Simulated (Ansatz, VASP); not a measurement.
Cd in VASP and in Ansatz

```
CELL_PARAMETERS angstrom
0.00000 2.12333 2.12333
2.12333 0.00000 2.12333
2.12333 2.12333 0.00000
ATOMIC_POSITIONS crystal
Cd 0.00000 0.00000 0.00000
```

Alike in both runs: task single point; functional r2SCAN; k mesh 14 × 14 × 14; occupations fermi-dirac, width 0.1 eV; no spin polarisation.

|  | VASP | Ansatz |
| --- | --- | --- |
| version | VASP 6.6.1 | Ansatz 0.2.0 |
| potentials or method | VASP PAW PBE potentials, release 64 (Cd), cutoff 550 eV | plane waves (500 eV) with PAW, scalar-relativistic |
| valence electrons in the cell | 12 | 20 |

|  | VASP | Ansatz | Ansatz less VASP |
| --- | --- | --- | --- |
| pressure (GPa) | 10.3 | 9.7 | -0.59 |

VASP's potentials were made for PBE, not for r2SCAN. VASP's potentials hold 12 valence electrons a cell and Ansatz's 20, so a difference there can come from the potentials and not from the codes.
